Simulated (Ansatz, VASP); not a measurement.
**One calculation of NbSb3, two programs**

File INCAR:

```
PREC     = Accurate       # precision mode
ENCUT    = 520            # plane-wave cutoff, eV
EDIFF    = 1E-7           # SCF threshold, eV
ISMEAR   = -1             # smearing method
SIGMA    = 0.1            # smearing width, eV
LREAL    = False          # projectors in reciprocal space
LASPH    = True           # aspherical terms in the spheres
NELM     = 60             # most SCF steps
ALGO     = Normal         # electronic algorithm
ISIF     = 2              # what is computed and relaxed
LWAVE    = False          # write WAVECAR
LCHARG   = True           # write CHGCAR
GGA      = PE             # functional
LELF     = True           # ELF
LVHAR    = True         
NBANDS   = 22             # bands
```

Contents of KPOINTS:

```
Automatic mesh
0
Gamma
  9 9 9
```

POSCAR

```
NbSb3
1.0
    0.0000000000      4.3499740000      0.0000000000
    4.3499740000      0.0000000000      0.0000000000
    2.1749870000      2.1749870000     -4.9915750000
Sb Nb
3 1
Direct
    0.5000000000      0.5000000000      0.0000000000
    0.7500000000      0.2500000000      0.5000000000
    0.2500000000      0.7500000000      0.5000000000
    0.0000000000      0.0000000000      0.0000000000
```

Input for Ansatz:

```yaml
crystal:
  lattice:
    - [0.0, 4.349974, 0.0]
    - [4.349974, 0.0, 0.0]
    - [2.174987, 2.174987, -4.991575]
  atoms:
    - { symbol: Sb, position: [0.5, 0.5, 0.0] }
    - { symbol: Sb, position: [0.75, 0.25, 0.5] }
    - { symbol: Sb, position: [0.25, 0.75, 0.5] }
    - { symbol: Nb, position: [0.0, 0.0, 0.0] }
  symmetry: { tolerance: 0.0003 }
kpoints:
  mp_grid: { grid: [9, 9, 9], shift: [0, 0, 0] }
  band_path:
    path:
      - [0.0, 0.0, 0.0]
      - [0.5, 0.5, 0.5]
      - [0.5, 0.5, 0.25]
      - [0.0, 0.5, 0.0]
      - [0.0, 0.0, 0.0]
      - [0.0, 0.0, -0.5]
      - [0.0, 0.40506898, -0.29746551]
      - [0.0, 0.59493102, 0.29746551]
      - [0.0, 0.0, 0.0]
      - [0.5, 0.5, 0.5]
      - [0.40506898, 0.59493102, 0.5]
    npoints: 6
magnetization:
  spin_polarized: false
scf:
  occupations: { method: fermi_dirac }
  lower_state_search: "off"
  max_iter: 200
hamiltonian:
  pseudopotentials: { kind: paw }
  xc: pbe
basis:
  ecutwfc: 420
  fft_grid_basis: typed
output:
  forces: true
  stress: true
  eigenvalues: true
  bader: true
  populations: true
  elf: true
  write_potential: true
  volumetric_format: npy
  dos:
    e_range: [-12, 8]
    de: 0.05
    projected: { site_lists: { Nb: [Nb], Sb: [Sb] } }
checkpoint:
  read: saved_state
```

Alike in both runs: task single point; functional PBE; k mesh 9 × 9 × 9; no spin polarisation.

```csv
,VASP,Ansatz
version,VASP 6.6.1,Ansatz 0.2.0
potentials or method,"VASP PAW PBE potentials, release 64 (Sb, Nb_sv), cutoff 520 eV",PAW plane waves
occupations,"fermi-dirac, width 0.1 eV",fermi-dirac
valence electrons in the cell,28,58
```

Ansatz gave:

* pressure (GPa): 0.9
* traceless stress, the component that is largest in VASP (GPa): -2.02

Task: Which values does VASP return?

Result: Pressure (GPa): 0.8; traceless stress, the component that is largest in VASP (GPa): -2.06.

VASP's potentials hold 28 valence electrons a cell and Ansatz's 58, so a difference there can come from the potentials and not from the codes.

Neither program's run includes spin-orbit coupling.
